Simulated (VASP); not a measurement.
**AgCl: electric field gradients with PBEsol**

The system is AgCl.

```
CELL_PARAMETERS angstrom
3.43397 -0.05151 -0.05151
-0.05151 3.43397 -0.05151
-0.05151 -0.05151 3.43397
ATOMIC_POSITIONS crystal
Ag 0.00000 0.00000 0.00000
Cl 0.50000 0.50000 0.50000
```

This cell differs from its parent crystal: equal xy, yz and zx shear strains of -3 %.

- Program: VASP 6.6.1
- Task: electric field gradients
- Functional: PBEsol
- Potentials or basis: VASP PAW PBE potentials, release 64 (Ag, Cl)
- Cutoff: 520 eV
- k mesh: 9 × 9 × 9
- Occupations: fermi-dirac, width 0.01 eV
- Spin: no spin polarisation
- Dipole correction: no
- Further INCAR settings: ALGO = Normal; EDIFF = 1e-08; NBANDS = 16

```
Pressure                                : -4.6 GPa
Band gap on the k mesh                  : 0.36 eV (least direct gap 1.89 eV)
Largest electric field gradient by atom : Ag -13.8; Cl +22.2 V/Å²
```

Stress tensor (GPa, compression positive):
```
-4.61 -0.46 -0.46
-0.46 -4.61 -0.46
-0.46 -0.46 -4.61
```

Levels at points of the mesh, in eV from the valence-band top:
| k point | band 6 | band 7 | band 8 | band 9 | band 10 | band 11 | band 12 | band 13 |
| --- | --- | --- | --- | --- | --- | --- | --- | --- |
| (0.00, 0.00, 0.00) | -1.85 | -1.73 | -1.52 | -1.52 | 0.36 | 9.25 | 9.25 | 13.22 |

Electric field gradients, principal values (V/Å²):
```csv
atom,least,middle,greatest (by size)
1 Ag,6.910,6.910,-13.821
2 Cl,-11.081,-11.081,22.162
```

It took 51 s on 1 thread of Intel(R) Xeon(R) Platinum 8175M CPU @ 2.50GHz (Skylake/Cascade Lake), on a shared host, peak memory 0.19 GiB.

Caveat: the cell differs from its parent crystal (equal xy, yz and zx shear strains of -3 %); the cell stands under tension; without QUAD_EFG the Cq values of the log hold for a quadrupole moment of 1 mb, not for the nuclei; the PAW data sets were made with another functional, which shifts forces and pressure a little; an odd mesh through Γ misses points on the zone boundary, where band edges can lie.
